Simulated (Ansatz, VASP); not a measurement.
One calculation of LiH, two programs

```xyz
2
Lattice="0.0000 2.1217 2.1217 2.1217 0.0000 2.1217 2.1217 2.1217 0.0000" Properties=species:S:1:pos:R:3 pbc="T T T"
Li    0.0000    0.0000    0.0000
H     1.0608    1.0608    1.0608
```

Alike in both runs: task single point; functional PBE; k mesh 8 × 8 × 8; no spin polarisation.

```csv
,VASP,Ansatz
version,VASP 6.6.1,Ansatz 0.2.0
potentials or method,"VASP PAW PBE potentials, release 64 (Li_sv, H)","plane waves, PAW"
plane-wave cutoff (eV),520,420
occupations,"gaussian, width 0.01 eV",fixed
valence electrons in the cell,4,4
```

Ansatz gave:

```
gap on the k mesh at the Fermi level (eV) : 4.24
```

**Question.** Which values does VASP return?

**Answer.** gap on the k mesh at the Fermi level (eV): 4.25.

Noted on VASP's run: the cutoff is short for stress, so the pressure is rough.
